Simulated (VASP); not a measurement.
# PbF2 in VASP: notebook, part 2 of 2

VASP 6.6.1. The steps go on from the part before.

### Step 5. Single point, PBE (uniaxial x strain +1.0%)

INCAR reads:

```
PREC = Accurate ; ENCUT = 520
EDIFF = 1E-7 ; ISMEAR = -1
SIGMA = 0.02 ; LREAL = F
LASPH = T ; NELM = 80
ALGO = Normal ; ISIF = 2
LWAVE = F ; LCHARG = F
GGA = PE ; NBANDS = 21
```

KPOINTS reads:

```
Automatic mesh
0
Gamma
  8 8 8
```

POSCAR reads:

```
PbF2
1.0
    0.0000000000      2.9604388914      2.9604388914
    2.9900432803      0.0000000000      2.9604388914
    2.9900432803      2.9604388914      0.0000000000
Pb F
1 2
Direct
    0.0000000000      0.0000000000      0.0000000000
    0.2500000000      0.2500000000      0.2500000000
    0.7500000000      0.7500000000      0.7500000000
```

Launch:

```
> cat potpaw_PBE.64/Pb_d/POTCAR potpaw_PBE.64/F/POTCAR > POTCAR
> mpirun -np 1 vasp_std > vasp.out
```

Wall time 55 s (1 thread of Intel Xeon Platinum 8259CL at 2.50GHz (Skylake/Cascade Lake), shared host); peak memory 0.21 GiB.

It converged, with:

- Free energy: -14.3390 eV
- Pressure: 2.0 GPa
- Band gap on the k mesh: 4.40 eV, indirect (least direct gap 4.55 eV)

Stress tensor (GPa, compression positive):
```
1.61 0.00 0.00
0.00 2.13 0.00
0.00 0.00 2.13
```

Levels at points of the mesh, in eV from the valence-band top:
| k point | band 10 | band 11 | band 12 | band 13 | band 14 | band 15 | band 16 | band 17 | band 18 | band 19 |
| --- | --- | --- | --- | --- | --- | --- | --- | --- | --- | --- |
| (0.00, 0.00, 0.00) | -2.45 | -2.43 | -1.99 | -1.92 | -1.92 | 6.74 | 6.74 | 6.79 | 10.61 | 15.03 |
| (0.50, 0.00, 0.00) | -2.65 | -2.63 | -2.12 | -2.11 | -0.04 | 5.02 | 7.63 | 7.65 | 13.20 | 13.68 |
| (0.50, 0.50, 0.00) | -3.51 | -1.56 | -1.51 | -1.51 | -0.17 | 4.40 | 7.82 | 7.90 | 8.97 | 14.19 |
| (0.00, 0.50, 0.50) | -3.49 | -1.56 | -1.52 | -1.52 | -0.12 | 4.43 | 7.87 | 7.87 | 8.96 | 14.10 |

Caveat: the cell differs from its parent crystal (uniaxial x strain +1.0%); spin-orbit coupling is left out, which moves the levels of the heavy elements. A k mesh can miss the band edges.

### Step 6. Single point, r2SCAN (uniaxial x strain +1.0%)

POSCAR is that of step 5.

INCAR.step1 reads:

```
SYSTEM = PbF2
PREC = Accurate
ENCUT = 520
ISMEAR = 0
SIGMA = 0.01
LREAL = .FALSE.
LASPH = .TRUE.
NELM = 80
NBANDS = 21
GGA = PE
ALGO = Normal
EDIFF = 1E-4
LWAVE = .TRUE.
LCHARG = .FALSE.
```

INCAR.step2 reads:

```
SYSTEM = PbF2
PREC = Accurate
ENCUT = 520
EDIFF = 1E-6
ISMEAR = 0
SIGMA = 0.01
LREAL = .FALSE.
LASPH = .TRUE.
NELM = 80
ALGO = Normal
ISIF = 2
LWAVE = .FALSE.
LCHARG = .FALSE.
METAGGA = R2SCAN
LMIXTAU = .TRUE.
NBANDS = 21
ISTART = 1
```

KPOINTS reads:

```
regular mesh
0
G
  8 8 8
  0 0 0
```

Potentials or basis: VASP PAW PBE potentials, release 64 (Pb_d, F).

Launch:

```
> cat potpaw_PBE.64/Pb_d/POTCAR potpaw_PBE.64/F/POTCAR > POTCAR
> cp INCAR.step1 INCAR
> mpirun -np 1 vasp_std > vasp.out
> cp INCAR.step2 INCAR
> mpirun -np 1 vasp_std > vasp.out
```

Wall time 2.8 min (1 thread of Intel Xeon Platinum 8259CL at 2.50GHz (Skylake/Cascade Lake), shared host); peak memory 0.22 GiB.

The run converged. Its results:

| Quantity | Value |
| --- | --- |
| Free energy | -70.1607 eV |
| Pressure | -0.8 GPa |
| Band gap on the k mesh | 4.91 eV, indirect (least direct gap 5.06 eV) |

Stress tensor (GPa, compression positive):
```
-1.18  0.00  0.00
 0.00 -0.64  0.00
 0.00  0.00 -0.64
```

Levels at points of the mesh, in eV from the valence-band top:
```csv
k point,band 12,band 13,band 14,band 15,band 16,band 17
"(0.00, 0.00, 0.00)",-2.15,-2.08,-2.08,7.27,7.27,7.32
"(0.50, 0.00, 0.00)",-2.29,-2.28,-0.07,5.37,8.20,8.22
"(0.50, 0.50, 0.00)",-1.68,-1.68,-0.17,4.91,8.37,8.45
"(0.00, 0.50, 0.50)",-1.69,-1.69,-0.12,4.95,8.42,8.42
```

Caveat: the cell differs from its parent crystal (uniaxial x strain +1.0%); the PAW data sets were made with another functional, which shifts forces and pressure a little; spin-orbit coupling is left out, which moves the levels of the heavy elements.

### Step 7. Single point, PBE (shear xy strain -1.0%)

INCAR reads:

```
SYSTEM = PbF2
ALGO     = Normal         ! electronic algorithm
EDIFF    = 1E-7           ! SCF threshold, eV
ENCUT    = 520            ! plane-wave cutoff, eV
GGA      = PE             ! functional
ISIF     = 2              ! what is computed and relaxed
ISMEAR   = -1             ! smearing method
LASPH    = .True.         ! aspherical terms in the spheres
LCHARG   = .True.         ! write CHGCAR
LELF     = .True.         ! ELF
LREAL    = .False.        ! projectors in reciprocal space
LVHAR    = .True.       
LWAVE    = .False.        ! write WAVECAR
NBANDS   = 21             ! bands
NELM     = 100            ! most SCF steps
PREC     = Accurate       ! precision mode
SIGMA    = 0.02           ! smearing width, eV
```

KPOINTS reads:

```
k-points
0
Gamma
  8 8 8
  0 0 0
```

POSCAR reads:

```
PbF2
1.0
   -0.0148021945      2.9604388914      2.9604388914
    2.9604388914     -0.0148021945      2.9604388914
    2.9456366969      2.9456366969      0.0000000000
Pb F
1 2
Direct
    0.0000000000      0.0000000000      0.0000000000
    0.2510679589      0.2510679589      0.2489320411
    0.7489320411      0.7489320411      0.7510679589
```

Launch:

```
> cat potpaw_PBE.64/Pb_d/POTCAR potpaw_PBE.64/F/POTCAR > POTCAR
> mpirun -np 1 vasp_std > vasp.out
```

It took 88 s on 1 thread of Intel Xeon Platinum 8259CL at 2.50GHz (Skylake/Cascade Lake), shared host; peak memory 0.24 GiB.

The run converged. Its results:

| Property | Result |
| --- | --- |
| Free energy | -14.3306 eV |
| Pressure | 2.7 GPa |
| Band gap on the k mesh | 4.41 eV, indirect (least direct gap 4.56 eV) |

Forces in eV/Å, atoms in the order of the input:
```
Pb   0.000  0.000  0.000
F    0.000  0.000  0.002
F    0.000  0.000 -0.002
```

Stress tensor (GPa, compression positive):
```
2.74 0.22 0.00
0.22 2.74 0.00
0.00 0.00 2.74
```

Levels at points of the mesh, in eV from the valence-band top:
| k point | band 10 | band 11 | band 12 | band 13 | band 14 | band 15 | band 16 | band 17 | band 18 | band 19 |
| --- | --- | --- | --- | --- | --- | --- | --- | --- | --- | --- |
| (0.00, 0.00, 0.00) | -2.50 | -2.49 | -2.01 | -2.00 | -1.99 | 6.73 | 6.78 | 6.83 | 10.65 | 15.15 |
| (0.50, 0.00, 0.00) | -2.71 | -2.70 | -2.17 | -2.16 | -0.03 | 5.01 | 7.68 | 7.71 | 13.23 | 13.70 |
| (0.50, 0.50, 0.00) | -3.57 | -1.58 | -1.58 | -1.57 | -0.15 | 4.42 | 7.87 | 7.95 | 8.95 | 14.21 |
| (0.00, 0.00, 0.50) | -2.71 | -2.70 | -2.18 | -2.17 | -0.03 | 5.04 | 7.65 | 7.68 | 13.22 | 13.67 |
| (0.50, 0.00, 0.50) | -3.58 | -1.58 | -1.57 | -1.57 | -0.15 | 4.41 | 7.91 | 7.91 | 8.95 | 14.21 |

Caveat: the cell differs from its parent crystal (shear xy strain -1.0%); spin-orbit coupling is left out, which moves the levels of the heavy elements.

### Step 8. Summary

```csv
level,cell,smearing,gap on the mesh (eV),pressure (GPa)
r2SCAN,"a = 4.166 Å, angles 60.0°, 3 atoms",gaussian 0.01 eV,4.93,1.1
r2SCAN,"a = 4.187 Å, angles 60.0°, 3 atoms",gaussian 0.01 eV,4.93,-0.1
r2SCAN,"a = 4.229 Å, angles 60.0°, 3 atoms",gaussian 0.01 eV,4.94,-2.2
PBE,"a = 4.187, b = 4.208, c = 4.208 Å, angles 59.7, 60.2, 60.2°, 3 atoms",fermi-dirac 0.02 eV,4.40,2.0
r2SCAN,"a = 4.187, b = 4.208, c = 4.208 Å, angles 59.7, 60.2, 60.2°, 3 atoms",gaussian 0.01 eV,4.91,-0.8
PBE,"a = 4.187, b = 4.187, c = 4.166 Å, angles 60.2, 60.2, 60.3°, 3 atoms",fermi-dirac 0.02 eV,4.41,2.7
```

Alike in all rows: task single point; potentials or basis VASP PAW PBE potentials, release 64 (Pb_d, F); no spin polarisation; k mesh 8 × 8 × 8; cutoff (eV) 520.

Caveats: spin-orbit coupling is left out, which moves the levels of the heavy elements; the PAW data sets were made with another functional, which shifts forces and pressure a little (some runs).

Absolute energies hang on the potentials; compare differences alone.
